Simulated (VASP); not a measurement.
Crystal: ZnSe.

```
CELL_PARAMETERS angstrom
0.00000 2.83242 2.83242
2.83242 0.00000 2.83242
2.83242 2.83242 0.00000
ATOMIC_POSITIONS crystal
Zn 0.00000 0.00000 0.00000
Se 0.25000 0.25000 0.25000
```

Program: VASP 6.6.1. Alike in all runs: task single point; no spin polarisation; cell as given; cutoff (eV) 520.

Q: Order these runs on this cell by their band gap on the k mesh, lowest first.
A. level r2SCAN; potentials or basis VASP PAW PBE potentials, release 64 (Zn, Se); k mesh 6 × 6 × 6; smearing methfessel-paxton 0.5 eV
B. level LDA; potentials or basis VASP PAW LDA potentials, release 64 (Zn, Se); k mesh 6 × 6 × 6; smearing gaussian 0.01 eV
C. level r2SCAN; potentials or basis VASP PAW PBE potentials, release 64 (Zn, Se); k mesh 6 × 6 × 6, shifted; smearing gaussian 0.01 eV

A: B (1.07 eV), A (1.87 eV), C (2.49 eV).

A k mesh can miss the band edges.
